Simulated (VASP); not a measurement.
Set up this calculation in VASP 6.6.1, as the native input.

```yaml
Task: single point
Functional: PBE
Potentials_or_basis: VASP PAW PBE potentials, release 64 (P)
Cutoff: 520 eV
k_mesh: 6 × 6 × 10
Occupations: gaussian, width 0.1 eV
Spin: no spin polarisation
Dipole_correction: no
k_mesh_for_the_DOS: 9 × 9 × 15
Occupations_for_the_DOS: tetrahedron
Further_INCAR_settings: ALGO = Normal; EDIFF = 1e-06; NBANDS = 30
```

P:

```
CELL_PARAMETERS angstrom
8.12164 0.00000 0.00000
-4.06082 7.03355 0.00000
0.00000 0.00000 4.44255
ATOMIC_POSITIONS crystal
P 0.51345 0.02691 0.25000
P 0.97309 0.48655 0.25000
P 0.51345 0.48655 0.25000
P 0.48655 0.97309 0.75000
P 0.02691 0.51345 0.75000
P 0.48655 0.51345 0.75000
P 0.33333 0.66667 0.75000
P 0.66667 0.33333 0.25000
```

This isn't the form of P at room conditions, which is orthorhombic.

The input as run:

POSCAR

```
P
1.0
    8.1216408492      0.0000000000      0.0000000000
   -4.0608204246      7.0335472958      0.0000000000
    0.0000000000      0.0000000000      4.4425477581
P
8
Direct
    0.5134547775      0.0269095551      0.2500000000
    0.9730904449      0.4865452225      0.2500000000
    0.5134547775      0.4865452225      0.2500000000
    0.4865452225      0.9730904449      0.7500000000
    0.0269095551      0.5134547775      0.7500000000
    0.4865452225      0.5134547775      0.7500000000
    0.3333333333      0.6666666667      0.7500000000
    0.6666666667      0.3333333333      0.2500000000
```

INCAR.step1

```
SYSTEM = P
ALGO = Normal
EDIFF = 1E-6
ENCUT = 520
GGA = PE
ISIF = 2
ISMEAR = 0
LASPH = .TRUE.
LCHARG = .TRUE.
LREAL = .FALSE.
LWAVE = .FALSE.
NBANDS = 30
NELM = 100
PREC = Accurate
SIGMA = 0.1
```

KPOINTS.step1

```
k-points
0
G
  6 6 10
  0 0 0
```

INCAR.step2

```
SYSTEM = P
ALGO = Normal
EDIFF = 1E-6
ENCUT = 520
GGA = PE
ICHARG = 11
ISIF = 2
ISMEAR = -5
LASPH = .TRUE.
LCHARG = .FALSE.
LORBIT = 11
LREAL = .FALSE.
LWAVE = .FALSE.
NBANDS = 30
NEDOS = 2001
NELM = 100
PREC = Accurate
SIGMA = 0.1
```

KPOINTS.step2

```
k-points
0
G
  9 9 15
  0 0 0
```

Potentials or basis: VASP PAW PBE potentials, release 64 (P).

The run is started by

```bash
$ cat potpaw_PBE.64/P/POTCAR > POTCAR
$ cp INCAR.step1 INCAR
$ cp KPOINTS.step1 KPOINTS
$ mpirun -np 1 vasp_std > vasp.out
$ cp INCAR.step2 INCAR
$ cp KPOINTS.step2 KPOINTS
$ mpirun -np 1 vasp_std > vasp.out
```

Results of the run:

```
Valence electrons inside the program's atomic spheres : P 2.42, 2.52 (each value once)
```

It took 8.9 min on 1 thread of Intel(R) Xeon(R) Platinum 8375C CPU @ 2.90GHz (Ice Lake) (shared host), peak memory 0.65 GiB.
